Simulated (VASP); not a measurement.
# TaSi2 (Fd-3m) in VASP: notebook

The runs below take TaSi2 through single point, relaxation of cell and atoms, with PBE.

Program: VASP 6.6.1. These are calculated values, not measurements. Logs are shortened: lines on timing, memory, paths and dates and some standing lists are left out, and cuts for length are marked.

### 1 The cell of the first run

Symmetry: Fd-3m, No. 227, cubic system. Conventional cell: a = 6.957 Å, b = 6.957 Å, c = 6.957 Å, α = 90.00°, β = 90.00°, γ = 90.00°. Within 3.8 Å of Ta (site symmetry -43m) lie 12 Si at 2.88 Å and 4 Ta at 3.01 Å. Within 3.2 Å of Si (site symmetry -3m) lie 6 Si at 2.46 Å and 6 Ta at 2.88 Å.

### 2 Single point, PBE

INCAR reads:

```
SYSTEM = TaSi2
ALGO = Normal ; EDIFF = 1E-6
ENCUT = 520 ; GGA = PE
ISIF = 2 ; ISMEAR = 0
LASPH = .True. ; LCHARG = .False.
LREAL = .False. ; LWAVE = .False.
NBANDS = 28 ; NELM = 60
PREC = Accurate ; SIGMA = 0.1
```

KPOINTS reads:

```
k-points
0
Gamma
  4 4 4
  0 0 0
```

POSCAR reads:

```
TaSi2
1.0
    0.0000000000      3.4783397540      3.4783397540
    3.4783397540      0.0000000000      3.4783397540
    3.4783397540      3.4783397540      0.0000000000
Ta Si
2 4
Direct
    0.0000000000      0.0000000000      0.0000000000
    0.2500000000      0.2500000000      0.2500000000
    0.6250000000      0.6250000000      0.6250000000
    0.1250000000      0.6250000000      0.6250000000
    0.6250000000      0.6250000000      0.1250000000
    0.6250000000      0.1250000000      0.6250000000
```

Potentials or basis: VASP PAW PBE potentials, release 64 (Ta_pv, Si).

The run is started by

```
$ cat potpaw_PBE.64/Ta_pv/POTCAR potpaw_PBE.64/Si/POTCAR > POTCAR
$ mpirun -np 1 vasp_std > vasp.out
```

OUTCAR:

```text
SYSTEM = TaSi2
   EDIFF = 1E-6
   ENCUT = 520
   GGA = PE
   ISIF = 2
   ISMEAR = 0
   LASPH = .True.
   LREAL = .False.
   NELM = 60
   PREC = Accurate

 ion  position               nearest neighbor table
   1  0.000  0.000  0.000-   3 2.88   5 2.88   6 2.88   3 2.88   4 2.88   5 2.88   3 2.88   4 2.88
                             6 2.88   4 2.88   5 2.88   6 2.88   2 3.01   2 3.01   2 3.01   2 3.01
   2  0.250  0.250  0.250-   4 2.88   5 2.88   6 2.88   3 2.88   4 2.88   6 2.88   3 2.88   4 2.88
                             5 2.88   3 2.88   5 2.88   6 2.88   1 3.01   1 3.01   1 3.01   1 3.01
   3  0.625  0.625  0.625-   4 2.46   5 2.46   6 2.46   5 2.46   6 2.46   4 2.46   1 2.88   2 2.88
                             1 2.88   2 2.88   1 2.88   2 2.88
   4  0.125  0.625  0.625-   3 2.46   5 2.46   6 2.46   3 2.46   5 2.46   6 2.46   2 2.88   1 2.88
                             1 2.88   2 2.88   2 2.88   1 2.88
   5  0.625  0.625  0.125-   3 2.46   3 2.46   4 2.46   6 2.46   6 2.46   4 2.46   1 2.88   2 2.88
                             1 2.88   2 2.88   1 2.88   2 2.88
   6  0.625  0.125  0.625-   3 2.46   5 2.46   3 2.46   4 2.46   5 2.46   4 2.46   2 2.88   1 2.88
                             2 2.88   2 2.88   1 2.88   1 2.88

  LATTYP: Found a face centered cubic cell.
 ALAT       =     6.9566795080

  Lattice vectors:

 A1 = (   0.0000000000,   3.4783397540,   3.4783397540)
 A2 = (   3.4783397540,   0.0000000000,   3.4783397540)
 A3 = (   3.4783397540,   3.4783397540,   0.0000000000)

Analysis of symmetry for initial positions (statically):
=====================================================================
 Subroutine PRICEL returns:
 Original cell was already a primitive cell.

 Routine SETGRP: Setting up the symmetry group for a
 face centered cubic supercell.

 Subroutine GETGRP returns: Found 48 space group operations
 (whereof 24 operations were pure point group operations)
 out of a pool of 48 trial point group operations.

The static configuration has the point symmetry T_d .
 The point group associated with its full space group is O_h .

Analysis of symmetry for dynamics (positions and initial velocities):
=====================================================================
 Subroutine PRICEL returns:
 Original cell was already a primitive cell.

 Routine SETGRP: Setting up the symmetry group for a
 face centered cubic supercell.

 Subroutine GETGRP returns: Found 48 space group operations
[... 97 lines left out ...]
   EDIFFG = 0.1E-04   stopping-criterion for IOM
   NSW    =      0    number of steps for IOM
   IBRION =     -1    ionic relax: 0-MD 1-quasi-New 2-CG
   NFREE  =      0    steps in history (QN), initial steepest desc. (CG)
   ISIF   =      2    stress and relaxation
   ISYM   =      2    0-nonsym 1-usesym 2-fastsym
   POTIM  = 0.5000    time-step for ionic-motion
   TEBEG  =    0.0;   TEEND  =   0.0 temperature during run
   PSTRESS=    0.0 pullay stress
   NELECT =      38.0000    total number of electrons
   NUPDOWN=      -1.0000    fix difference up-down
   EMIN   =  10.00;   EMAX   =-10.00  energy-range for DOS
   EFERMI =   0.00;   METHOD = LEGACY
   ISMEAR =     0;   SIGMA  =   0.10  broadening in eV -4-tet -1-fermi 0-gaus
   EFERMI_NEDOS =   21; number of points for ismear=-14 and -15
   IALGO  =     38    algorithm
   IMIX   =      4    mixing-type and parameters
     AMIX     =   0.40;   BMIX     =  1.00
     AMIX_MAG =   1.60;   BMIX_MAG =  1.00
  volume/ion in A,a.u.               =      14.03        94.67
  Fermi-wavevector in a.u.,A,eV,Ry     =   1.255897  2.373301 21.460161  1.577277
  Thomas-Fermi vector in A             =   2.389631
   LORBIT       =      0    0 simple, 1 ext, 2 COOP (PROOUT), +10 PAW based schemes
   GGA     = PE    functional components
   LHFCALC =     F    Hartree Fock is set to
   AEXX    =    0.0000 exact exchange contribution
   IVDW    =     0    specifies the selected vdW correction
   LEPSILON=     F    determine dielectric tensor
   LRPA    =     F    only Hartree local field effects (RPA)
 non-spin polarized calculation
 Gauss-broadening in eV      SIGMA  =   0.10
  energy-cutoff  :      520.00
  volume of cell :       84.17
 maximum number of plane-waves:      2280
 NGX is ok and might be reduce to    40
   NGX = 19   NGY = 19   NGZ = 19

 number of electron      38.0000003 magnetization

 Free energy of the ion-electron system (eV)
  ---------------------------------------------------
  ext. energy  EPLUGINS =         0.00000000
  ---------------------------------------------------
  free energy    TOTEN  =       -44.32698277 eV

  energy without entropy =      -44.28046180  energy(sigma->0) =      -44.30372228

 E-fermi :  10.3380     XC(G=0): -12.2414

 val. band max:       10.3253759041   @ k =  -0.2500   0.2500   0.0000
 cond. band min:      10.3745996870   @ k =   0.2500   0.2500   0.0000
 fundamental gap:      0.0492237829
 Fermi energy:        10.3379647599

 k-point     1 :       0.0000    0.0000    0.0000
  band No.  band energies     occupation
      1     -24.6262      2.00000
      2     -24.6262      2.00000
      3     -24.6262      2.00000
      4     -24.3715      2.00000
      5     -24.3715      2.00000
      6     -24.3715      2.00000
[... 237 lines left out ...]
     27      14.4061      0.00000
     28      14.4061      0.00000

------------------------ aborting loop because EDIFF is reached ----------------------------------------

  FORCE on cell =-STRESS in cart. coord.  units (eV):
  Direction    XX          YY          ZZ          XY          YZ          ZX
  --------------------------------------------------------------------------------------
  -------------------------------------------------------------------------------------
  Total       -0.0500450     -0.0500450     -0.0500450      0.0000000      0.0000000      0.0000000
  in kB       -0.9526313     -0.9526313     -0.9526313      0.0000000      0.0000000      0.0000000
  external PRESSURE =      -0.9526313 kB  Pullay stress =       0.0000000 kB

 VOLUME and BASIS-vectors are now :
 -----------------------------------------------------------------------------
  energy-cutoff  :      520.00
  volume of cell :       84.17
      direct lattice vectors                 reciprocal lattice vectors
     0.000000000  3.478339754  3.478339754    -0.143746740  0.143746740  0.143746740
     3.478339754  0.000000000  3.478339754     0.143746740 -0.143746740  0.143746740
     3.478339754  3.478339754  0.000000000     0.143746740  0.143746740 -0.143746740

 POSITION                                       TOTAL-FORCE (eV/Angst)
 -----------------------------------------------------------------------------------
      0.00000      0.00000      0.00000        -0.000000     -0.000000     -0.000000
      1.73917      1.73917      1.73917         0.000000      0.000000      0.000000
      4.34792      4.34792      4.34792        -0.000000     -0.000000     -0.000000
      4.34792      2.60875      2.60875        -0.000000     -0.000000     -0.000000
      2.60875      2.60875      4.34792        -0.000000     -0.000000     -0.000000
      2.60875      4.34792      2.60875        -0.000000     -0.000000     -0.000000
 -----------------------------------------------------------------------------------
    total drift:                               -0.000000     -0.000000      0.000000

  FREE ENERGIE OF THE ION-ELECTRON SYSTEM (eV)
  ---------------------------------------------------
  free  energy   TOTEN  =       -44.3269827663 eV

  energy  without entropy=      -44.2804618032  energy(sigma->0) =      -44.30372228
```

OSZICAR:

```text
N       E                     dE             d eps       ncg     rms          rms(c)
DAV:   1     0.246654485964E+03    0.24665E+03   -0.18859E+04   448   0.129E+03
DAV:   2    -0.356123901020E+02   -0.28227E+03   -0.27588E+03   512   0.337E+02
DAV:   3    -0.465631514379E+02   -0.10951E+02   -0.10661E+02   572   0.573E+01
DAV:   4    -0.467251274828E+02   -0.16198E+00   -0.16097E+00   552   0.695E+00
DAV:   5    -0.467276364289E+02   -0.25089E-02   -0.25063E-02   560   0.895E-01    0.220E+01
DAV:   6    -0.446180766838E+02    0.21096E+01   -0.11944E+01   548   0.154E+01    0.101E+01
DAV:   7    -0.443972181811E+02    0.22086E+00   -0.11250E+00   544   0.431E+00    0.601E+00
DAV:   8    -0.443282759340E+02    0.68942E-01   -0.14631E-01   528   0.231E+00    0.647E-01
DAV:   9    -0.443272791660E+02    0.99677E-03   -0.80488E-03   596   0.388E-01    0.390E-01
DAV:  10    -0.443271220984E+02    0.15707E-03   -0.19984E-03   564   0.283E-01    0.576E-02
DAV:  11    -0.443269912507E+02    0.13085E-03   -0.70357E-04   556   0.142E-01    0.352E-02
DAV:  12    -0.443269840364E+02    0.72143E-05   -0.31241E-05   544   0.262E-02    0.119E-02
DAV:  13    -0.443269829952E+02    0.10413E-05   -0.39157E-06   480   0.950E-03    0.305E-03
DAV:  14    -0.443269827663E+02    0.22890E-06   -0.22301E-07   272   0.241E-03
   1 F= -.44326983E+02 E0= -.44303722E+02  d E =-.465210E-01
```

It took 27 s on 1 thread of Intel Xeon Platinum 8259CL at 2.50GHz (Skylake/Cascade Lake), shared host; peak memory 0.23 GiB.

Results:

```yaml
Free_energy: -44.3270 eV
Pressure: -0.1 GPa
Band_gap_on_the_k_mesh: zero (bands 19 and 20 overlap by 2.20 eV)
```

Levels at points of the mesh, in eV from the Fermi level:
```tsv
k point	band 17	band 18	band 19	band 20	band 21	band 22
(0.00, 0.00, 0.00)	-2.50	0.41	0.41	0.41	1.94	1.94
(0.50, 0.00, 0.00)	-0.65	-0.55	-0.55	0.83	0.83	1.11
(0.50, 0.50, 0.00)	-1.86	-1.86	-1.80	-1.80	2.09	2.09
```

Caveat: the k points lie up to 0.39 Å⁻¹ apart, too coarse for converged energies and pressures of a metal; spin-orbit coupling is left out, which moves the levels of the heavy elements.

### 3 Single point, PBE

This run uses another cell than the first one, of 14.53 Å³/atom.

INCAR reads:

```
SYSTEM = TaSi2
PREC = Accurate
ENCUT = 520
EDIFF = 1E-6
ISMEAR = 0
SIGMA = 0.1
LREAL = .False.
LASPH = .True.
NELM = 60
ALGO = Normal
ISIF = 2
LWAVE = .False.
LCHARG = .False.
GGA = PE
NBANDS = 28
```

KPOINTS reads:

```
Automatic mesh
0
Gamma
  4 4 4
  0 0 0
```

POSCAR, as its differences from that of step 2:

```diff
@@ -2,5 +2,5 @@
 1.0
-    0.0000000000      3.4783397540      3.4783397540
-    3.4783397540      0.0000000000      3.4783397540
-    3.4783397540      3.4783397540      0.0000000000
+    0.0000000000      3.5191448776      3.5191448776
+    3.5191448776      0.0000000000      3.5191448776
+    3.5191448776      3.5191448776      0.0000000000
 Ta Si
```

Potentials or basis: VASP PAW PBE potentials, release 64 (Ta_pv, Si).

The run is started by

```
$ cat potpaw_PBE.64/Ta_pv/POTCAR potpaw_PBE.64/Si/POTCAR > POTCAR
$ mpirun -np 1 vasp_std > vasp.out
```

Wall time 26 s (1 thread of Intel Xeon Platinum 8259CL at 2.50GHz (Skylake/Cascade Lake), shared host); peak memory 0.24 GiB.

It converged, with:

```
Free energy            : -44.2720 eV
Pressure               : -5.6 GPa
Band gap on the k mesh : zero (bands 19 and 20 overlap by 2.04 eV)
```

Levels at points of the mesh, in eV from the Fermi level:
| k point | band 15 | band 16 | band 17 | band 18 | band 19 | band 20 | band 21 | band 22 | band 23 | band 24 |
| --- | --- | --- | --- | --- | --- | --- | --- | --- | --- | --- |
| (0.00, 0.00, 0.00) | -5.32 | -5.32 | -2.48 | 0.33 | 0.33 | 0.33 | 1.86 | 1.86 | 2.51 | 2.51 |
| (0.50, 0.00, 0.00) | -2.94 | -2.94 | -0.60 | -0.54 | -0.54 | 0.74 | 0.74 | 1.05 | 1.84 | 2.01 |
| (0.50, 0.50, 0.00) | -2.01 | -2.01 | -1.80 | -1.80 | -1.72 | -1.72 | 1.98 | 1.98 | 2.49 | 2.49 |

Caveat: the k points lie up to 0.39 Å⁻¹ apart, too coarse for converged energies and pressures of a metal; spin-orbit coupling is left out, which moves the levels of the heavy elements.

### 4 Single point, PBE

This run uses another cell than the first one, of 13.97 Å³/atom.

INCAR reads:

```
PREC     = Accurate       # precision mode
ENCUT    = 520            # plane-wave cutoff, eV
EDIFF    = 1E-7           # SCF threshold, eV
ISMEAR   = 0              # smearing method
SIGMA    = 0.1            # smearing width, eV
LREAL    = F              # projectors in reciprocal space
LASPH    = T              # aspherical terms in the spheres
NELM     = 60             # most SCF steps
ALGO     = Normal         # electronic algorithm
ISIF     = 2              # what is computed and relaxed
LWAVE    = F              # write WAVECAR
LCHARG   = F              # write CHGCAR
GGA      = PE             # functional
NBANDS   = 28             # bands
```

KPOINTS reads:

```
Automatic mesh
0
Gamma
  6 6 6
```

POSCAR reads:

```
TaSi2
1.0
    0.0000000000      3.4738490188      3.4738490188
    3.4738490188      0.0000000000      3.4738490188
    3.4738490188      3.4738490188      0.0000000000
Ta Si
2 4
Direct
    0.5000000000      0.5000000000      0.5000000000
    0.7500000000      0.7500000000      0.7500000000
    0.1250000000      0.1250000000      0.1250000000
    0.6250000000      0.1250000000      0.1250000000
    0.1250000000      0.1250000000      0.6250000000
    0.1250000000      0.6250000000      0.1250000000
```

The run is started by

```
$ cat potpaw_PBE.64/Ta_pv/POTCAR potpaw_PBE.64/Si/POTCAR > POTCAR
$ mpirun -np 1 vasp_std > vasp.out
```

It took 53 s on 1 thread of Intel Xeon Platinum 8259CL at 2.50GHz (Skylake/Cascade Lake), shared host; peak memory 0.24 GiB.

Results (log left out):

```yaml
Free_energy: -44.5232 eV
Pressure: -0.3 GPa
Band_gap_on_the_k_mesh: zero (bands 19 and 20 overlap by 2.20 eV)
```

Levels at points of the mesh, in eV from the Fermi level:
```tsv
k point	band 17	band 18	band 19	band 20	band 21	band 22
(0.00, 0.00, 0.00)	-2.43	0.48	0.48	0.48	2.02	2.02
(0.50, 0.00, 0.00)	-0.56	-0.46	-0.46	0.92	0.92	1.18
(0.50, 0.50, 0.00)	-1.81	-1.81	-1.71	-1.71	2.17	2.17
```

Caveat: spin-orbit coupling is left out, which moves the levels of the heavy elements.

### 5 Relaxation of cell and atoms, PBE

This run uses another cell than the first one, of 14.53 Å³/atom.

INCAR reads:

```
SYSTEM = TaSi2
PREC = Accurate
ENCUT = 600
EDIFF = 1E-6
ISMEAR = 0
SIGMA = 0.1
LREAL = .False.
LASPH = .True.
NELM = 60
ALGO = Normal
ISIF = 3
LWAVE = .False.
LCHARG = .False.
GGA = PE
IBRION = 2
NSW = 90
EDIFFG = -0.04
```

KPOINTS reads:

```
Automatic mesh
0
Gamma
  4 4 4
  0 0 0
```

POSCAR reads:

```
TaSi2
1.0
    0.0000000000      3.5191448776      3.5191448776
    3.5191448776      0.0000000000      3.5191448776
    3.5191448776      3.5191448776      0.0000000000
Ta Si
2 4
Direct
    0.0000000000      0.0000000000      0.0000000000
    0.2500000000      0.2500000000      0.2500000000
    0.6250000000      0.6250000000      0.6250000000
    0.1250000000      0.6250000000      0.6250000000
    0.6250000000      0.6250000000      0.1250000000
    0.6250000000      0.1250000000      0.6250000000
```

The run is started by

```
$ cat potpaw_PBE.64/Ta_pv/POTCAR potpaw_PBE.64/Si/POTCAR > POTCAR
$ mpirun -np 1 vasp_std > vasp.out
```

Wall time 60 s (1 thread of Intel Xeon Platinum 8259CL at 2.50GHz (Skylake/Cascade Lake), shared host); peak memory 0.24 GiB.

Results (log left out):

```yaml
Free_energy: -44.3288 eV
Relaxed_volume: 14.02 Å³/atom
Relaxed_cell: a = 4.919 Å, b = 4.919 Å, c = 4.919 Å, α = 60.00°, β = 60.00°, γ = 60.00°
Space_group_after_relaxing_to_0.1_Å: Fd-3m (No. 227)
Energy_gained_by_relaxing: 9.2 meV/atom
Ionic_steps: 3
Pressure_after_relaxing: 0.0 GPa
Band_gap_on_the_k_mesh: zero (bands 19 and 20 overlap by 2.21 eV)
```

Step by step:
| step | energy change (eV) | largest force (eV/Å) | pressure (GPa) | volume (Å³) |
| --- | --- | --- | --- | --- |
| 1 | 0.0000 | 0.0000 | -5.63 | 87.16 |
| 2 | 0.0176 | 0.0000 | 7.51 | 80.88 |
| 3 | -0.0554 | 0.0000 | -0.05 | 84.15 |

Final structure:
```cif
data_structure
_symmetry_space_group_name_H-M 'P 1'
_symmetry_Int_Tables_number 1
_cell_length_a 4.9187
_cell_length_b 4.9187
_cell_length_c 4.9187
_cell_angle_alpha 60.000
_cell_angle_beta 60.000
_cell_angle_gamma 60.000
_cell_volume 84.15
loop_
_atom_site_label
_atom_site_type_symbol
_atom_site_fract_x
_atom_site_fract_y
_atom_site_fract_z
_atom_site_occupancy
Ta1 Ta 0.00000 0.00000 0.00000 1
Ta2 Ta 0.25000 0.25000 0.25000 1
Si1 Si 0.62500 0.62500 0.62500 1
Si2 Si 0.12500 0.62500 0.62500 1
Si3 Si 0.62500 0.62500 0.12500 1
Si4 Si 0.62500 0.12500 0.62500 1
```

Levels at points of the mesh, in eV from the Fermi level:
```csv
k point,band 15,band 16,band 17,band 18,band 19,band 20,band 21,band 22,band 23
"(0.00, 0.00, 0.00)",-5.50,-5.50,-2.50,0.41,0.41,0.41,1.94,1.94,2.59
"(0.50, 0.00, 0.00)",-3.02,-3.02,-0.65,-0.55,-0.55,0.83,0.83,1.11,2.11
"(0.50, 0.50, 0.00)",-2.09,-2.09,-1.86,-1.86,-1.80,-1.80,2.09,2.09,2.75
```

Caveat: the k points lie up to 0.39 Å⁻¹ apart in the final cell, too coarse for converged energies and pressures of a metal; spin-orbit coupling is left out, which moves the levels of the heavy elements.

### 6 The runs side by side

```csv
task,cell,k mesh,cutoff (eV),gap on the mesh (eV),pressure (GPa)
single point,"a = 4.919 Å, angles 60.0°, 6 atoms",4 × 4 × 4,520,none,-0.1
single point,"a = 4.977 Å, angles 60.0°, 6 atoms",4 × 4 × 4,520,none,-5.6
single point,"a = 4.913 Å, angles 60.0°, 6 atoms",6 × 6 × 6,520,none,-0.3
relaxation of cell and atoms,"relaxed from a = 4.977 Å, angles 60.0°, 6 atoms",4 × 4 × 4,600,none,0.0
```

Alike in all rows: level PBE; potentials or basis VASP PAW PBE potentials, release 64 (Ta_pv, Si); no spin polarisation; smearing gaussian 0.1 eV.

Caveats: some runs use coarse meshes; spin-orbit coupling is left out, which moves the levels of the heavy elements.

Total energies depend on the potentials used, so only differences within one code and one set of settings carry meaning.
